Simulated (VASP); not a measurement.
The system is NiHg4.

```
Ni Hg
1.0
    -3.08493    3.08493    3.08493
     3.08493   -3.08493    3.08493
     3.08493    3.08493   -3.08493
Ni Hg
1 4
Cartesian
  0.0000 0.0000 0.0000
  1.5425 1.5425 -1.5425
  -1.5425 1.5425 1.5425
  1.5425 1.5425 1.5425
  1.5425 -1.5425 1.5425
```

```yaml
Program: VASP 6.6.1
Task: relaxation of cell and atoms
Functional: LDA
Potentials_or_basis: VASP PAW LDA potentials, release 64 (Ni, Hg)
Cutoff: 600 eV
k_mesh: 8 × 8 × 8
Occupations: gaussian, width 0.1 eV
Spin: no spin polarisation
```

At the start: pressure -6.7 GPa; volume 23.49 Å³/atom.

Question: How do energy, volume and symmetry change on relaxing?

Answer: Over 3 steps the energy falls by 54.1 meV/atom and the volume is 21.17 Å³/atom (-9.8 %); space group Im-3m (No. 229, to 0.05 Å).

Step by step:
```csv
step,energy change (eV),largest force (eV/Å),pressure (GPa),volume (Å³)
1,0.0000,0.0000,-6.66,117.43
2,-0.2204,0.0000,3.96,101.62
3,-0.2707,0.0000,0.00,105.87
```

Final structure:
```
CELL_PARAMETERS angstrom
-2.98013 2.98013 2.98013
2.98013 -2.98013 2.98013
2.98013 2.98013 -2.98013
ATOMIC_POSITIONS crystal
Ni 0.00000 0.00000 0.00000
Hg 0.00000 0.00000 0.50000
Hg 0.50000 0.00000 0.00000
Hg 0.50000 0.50000 0.50000
Hg 0.00000 0.50000 0.00000
```
